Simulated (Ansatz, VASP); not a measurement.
**Two plane-wave programs on MgO2**

INCAR

```
PREC = Accurate ; ENCUT = 840
EDIFF = 1E-6 ; ISMEAR = 0
SIGMA = 0.05 ; LREAL = F
LASPH = T ; NELM = 120
ALGO = Normal ; ISIF = 2
LWAVE = F ; LCHARG = F
GGA = PS ; NBANDS = 18
GGA_COMPAT = F
```

File KPOINTS:

```
regular mesh
0
Gamma
  12 12 12
```

The input POSCAR:

```
MgO2
1.0
    1.5566181855      0.8987139284      3.5987982411
   -1.5566181855      0.8987139284      3.5987982411
    0.0000000000     -1.7974278569      3.5987982411
Mg O
1 2
Direct
    0.0000000000      0.0000000000      0.0000000000
    0.4287860000      0.4287860000      0.4287860000
    0.5712140000      0.5712140000      0.5712140000
```

Input for Ansatz:

```yaml
crystal:
  lattice:
    - [1.5566181855, 0.8987139284, 3.5987982411]
    - [-1.5566181855, 0.8987139284, 3.5987982411]
    - [0.0, -1.7974278569, 3.5987982411]
  atoms:
    - { symbol: Mg, position: [0.0, 0.0, 0.0] }
    - { symbol: O, position: [0.428786, 0.428786, 0.428786] }
    - { symbol: O, position: [0.571214, 0.571214, 0.571214] }
basis:
  ecutwfc: 420
kpoints:
  mp_grid: { grid: [12, 12, 12] }
hamiltonian:
  xc: pbesol
scf:
  occupations: { method: gaussian, width: 0.05 }
output:
  forces: true
  stress: true
  eigenvalues: true
```

Change from the starting cell: strain -0.030 along x and y, +0.030 along z, atoms carried along.

Alike in both runs: task single point; functional PBEsol; k mesh 12 × 12 × 12; occupations gaussian, width 0.05 eV; no spin polarisation.

```csv
,VASP,Ansatz
version,VASP 6.6.1,Ansatz 0.2.0
potentials or method,"VASP PAW PBE potentials, release 64 (Mg_sv, O), cutoff 840 eV","scalar-relativistic, plane waves, PAW"
valence electrons in the cell,22,22
```

```csv
,VASP,Ansatz,Ansatz less VASP
gap on the k mesh at the Fermi level (eV),1.52,1.54,+0.021
least direct gap on the mesh (eV),1.52,1.54,+0.021
pressure (GPa),-3.3,-3.6,-0.29
"traceless stress, the component that is largest in VASP (GPa)",-15.95,-16.45,-0.496
rms of the force components (eV/Å),0.570,0.604,+0.0345
```

VASP's potentials were made for PBE, not for PBEsol. Atom by atom the forces differ by 0.034 eV/Å (rms over components). With one functional, cell and mesh, what is left measures potentials, basis and numerics.
